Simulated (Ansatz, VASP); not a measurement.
## Ir in VASP and in Ansatz

The input INCAR:

```
SYSTEM = Ir
PREC = Accurate
ENCUT = 520
EDIFF = 1E-6
ISMEAR = 0
SIGMA = 0.15
LREAL = .FALSE.
LASPH = .TRUE.
NELM = 80
ALGO = Normal
ISIF = 2
LWAVE = .FALSE.
LCHARG = .TRUE.
GGA = PS
LELF = .TRUE.
LVHAR = .TRUE.
NBANDS = 10
```

The input KPOINTS:

```
Automatic mesh
0
G
  22 22 22
  0 0 0
```

POSCAR

```
Ir
1.0
    0.0000000000      1.9197000000      2.0732760000
    1.9197000000      0.0000000000      2.0732760000
    1.9197000000      1.9197000000      0.0000000000
Ir
1
Direct
    0.0000000000      0.0000000000      0.0000000000
```

Input for Ansatz:

```yaml
crystal:
  lattice:
    - [0.0, 1.9197, 2.073276]
    - [1.9197, 0.0, 2.073276]
    - [1.9197, 1.9197, 0.0]
  atoms:
    - { symbol: Ir, position: [0.0, 0.0, 0.0] }
basis:
  ecutwfc: 420
kpoints:
  mp_grid: { grid: [22, 22, 22] }
hamiltonian:
  xc: pbesol
scf:
  occupations: { method: gaussian, width: 0.15 }
output:
  forces: true
  stress: true
  eigenvalues: true
```

Change from the starting cell: strain +0.000 along x and y, +0.080 along z, atoms carried along.

Alike in both runs: task single point; functional PBEsol; k mesh 22 × 22 × 22; occupations gaussian, width 0.15 eV; no spin polarisation.

```csv
,VASP,Ansatz
version,VASP 6.6.1,Ansatz 0.2.0
potentials or method,"VASP PAW PBE potentials, release 64 (Ir), cutoff 520 eV","scalar-relativistic, plane waves, PAW"
valence electrons in the cell,9,17
```

|  | VASP | Ansatz | Ansatz less VASP |
| --- | --- | --- | --- |
| gap on the k mesh at the Fermi level (eV) | none | none | - |
| pressure (GPa) | -24.4 | -24.9 | -0.52 |
| traceless stress, the component that is largest in VASP (GPa) | -15.51 | -15.57 | -0.062 |

VASP's potentials were made for PBE, not for PBEsol. A gap of «none» marks a metal or a gap that the smearing closes. The functional is the same, so the differences come from potentials, cutoffs and numerics. VASP's potentials hold 9 valence electrons a cell and Ansatz's 17, so a difference there can come from the potentials and not from the codes.

Spin-orbit coupling is off throughout.
